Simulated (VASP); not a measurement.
ZrZnN: single point with PBE

The system is ZrZnN.

```xyz
6
Lattice="3.2282 0.0000 0.0000 0.0000 3.2282 0.0000 0.0000 0.0000 7.7359" Properties=species:S:1:pos:R:3 pbc="T T T"
Zr    0.0000    1.6141    2.6951
Zr    1.6141    0.0000    5.0408
Zn    0.0000    1.6141    7.1608
Zn    1.6141    0.0000    0.5752
N     0.0000    1.6141    4.9280
N     1.6141    0.0000    2.8079
```

* Program: VASP 6.6.1
* Task: single point
* Functional: PBE
* Potentials or basis: VASP PAW PBE potentials, release 64 (Zr_sv, Zn, N)
* Cutoff: 520 eV
* k mesh: 6 × 6 × 2
* Occupations: gaussian, width 0.1 eV
* Spin: collinear spin, ferromagnetic start
* Starting moments: [1.0, 1.0, 0.0, 0.0, 0.0, 0.0] μB

```
Pressure                                              : 0.0 GPa
Largest force                                         : 0.018 eV/Å
Band gap on the k mesh                                : zero (filled and empty bands overlap)
Net moment                                            : 0.00 μB per cell
Valence electrons inside the program's atomic spheres : Zr 9.83; Zn 10.81; N 3.69
```

Forces in eV/Å, atoms in the order of the input:
```
Zr   0.000  0.000  0.000
Zr   0.000  0.000  0.000
Zn   0.000  0.000  0.015
Zn   0.000  0.000 -0.015
N    0.000  0.000 -0.018
N    0.000  0.000  0.018
```

Levels at points of the mesh, in eV from the Fermi level:
Spin up:
```
           k point  band 26  band 27  band 28  band 29  band 30  band 31  band 32  band 33
(0.00, 0.00, 0.00)    -2.72    -2.66    -2.66    -1.32     0.81     0.85     0.85     2.13
(0.50, 0.00, 0.00)    -5.34    -4.23    -4.23     2.08     2.08     2.34     2.34     2.47
(0.50, 0.50, 0.00)    -3.39    -3.06    -3.06    -0.38    -0.38     0.92     0.92     1.26
(0.00, 0.00, 0.50)    -2.73    -2.70    -2.70    -2.00    -1.31     1.23     1.23     2.13
(0.50, 0.00, 0.50)    -5.34    -3.76    -3.76     0.54     0.54     2.38     2.38     3.05
(0.50, 0.50, 0.50)    -3.85    -1.64    -1.64    -1.35    -1.35     0.35     0.35     2.74
```
Spin down:
```csv
k point,band 26,band 27,band 28,band 29,band 30,band 31,band 32,band 33
"(0.00, 0.00, 0.00)",-2.72,-2.66,-2.66,-1.32,0.81,0.85,0.85,2.13
"(0.50, 0.00, 0.00)",-5.34,-4.23,-4.23,2.08,2.08,2.34,2.34,2.47
"(0.50, 0.50, 0.00)",-3.39,-3.06,-3.06,-0.38,-0.38,0.92,0.92,1.26
"(0.00, 0.00, 0.50)",-2.73,-2.70,-2.70,-2.00,-1.31,1.23,1.23,2.13
"(0.50, 0.00, 0.50)",-5.34,-3.76,-3.76,0.54,0.54,2.38,2.38,3.05
"(0.50, 0.50, 0.50)",-3.85,-1.64,-1.64,-1.35,-1.35,0.35,0.35,2.74
```

Run time: 100 s on 1 thread of Intel Xeon 6975P-C, with other jobs on the host, peak memory 0.27 GiB.

Caveat: the k points lie up to 0.41 Å⁻¹ apart.
